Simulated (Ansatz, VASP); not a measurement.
## Two plane-wave programs on SiC

```xyz
4
Lattice="-2.1899 2.1899 0.0000 0.0000 0.0000 4.3797 2.1899 2.1899 0.0000" Properties=species:S:1:pos:R:3 pbc="T T T"
Si    0.0000    0.0000    0.0000
Si    0.0000    2.1899    2.1899
C     1.0949    1.0949    1.0949
C    -1.0949    1.0949    3.2848
```

Alike in both runs: task single point; functional PBE; k mesh 8 × 6 × 8; occupations fermi-dirac, width 0.02 eV; no spin polarisation.

|  | VASP | Ansatz |
| --- | --- | --- |
| version | VASP 6.6.1 | Ansatz 0.2.0 |
| potentials or method | VASP PAW PBE potentials, release 64 (Si, C) | PAW with Ansatz's default frozen-core files, scalar-relativistic |
| plane-wave cutoff (eV) | 520 | 420 |
| valence electrons in the cell | 16 | 16 |

|  | VASP | Ansatz | Ansatz less VASP |
| --- | --- | --- | --- |
| gap on the k mesh at the Fermi level (eV) | 1.37 | 1.37 | +0.002 |
| pressure (GPa) | 0.0 | 0.0 | +0.05 |
